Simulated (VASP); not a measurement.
The system is Ir.

```
CELL_PARAMETERS angstrom
0.00000 1.91560 1.91560
1.91560 0.00000 1.91560
1.91560 1.91560 0.00000
ATOMIC_POSITIONS crystal
Ir 0.00000 0.00000 0.00000
```

- Program: VASP 6.6.1
- Task: relaxation of cell and atoms
- Functional: PBE
- Potentials or basis: VASP PAW PBE potentials, release 64 (Ir)
- Cutoff: 600 eV
- k mesh: 8 × 8 × 8
- Occupations: gaussian, width 0.1 eV
- Spin: no spin polarisation

At the start: pressure 13.8 GPa; volume 14.06 Å³/atom.

Question: Where does the relaxation end?

Answer: Over 4 steps the energy falls by 21.4 meV/atom and the volume is 14.58 Å³/atom (+3.7 %); space group Fm-3m (No. 225, to 0.05 Å).

The path:
| step | energy change (eV) | largest force (eV/Å) | pressure (GPa) | volume (Å³) |
| --- | --- | --- | --- | --- |
| 1 | 0.0000 | 0.0000 | 13.75 | 14.06 |
| 2 | 0.2228 | 0.0000 | -32.66 | 16.66 |
| 3 | -0.0213 | 0.0000 | -0.75 | 14.61 |
| 4 | -0.0214 | 0.0000 | -0.07 | 14.58 |

Final structure:
```
Ir
1.0
     0.00000    1.93898    1.93898
     1.93898    0.00000    1.93898
     1.93898    1.93898    0.00000
Ir
1
Direct
  0.00000 0.00000 0.00000
```
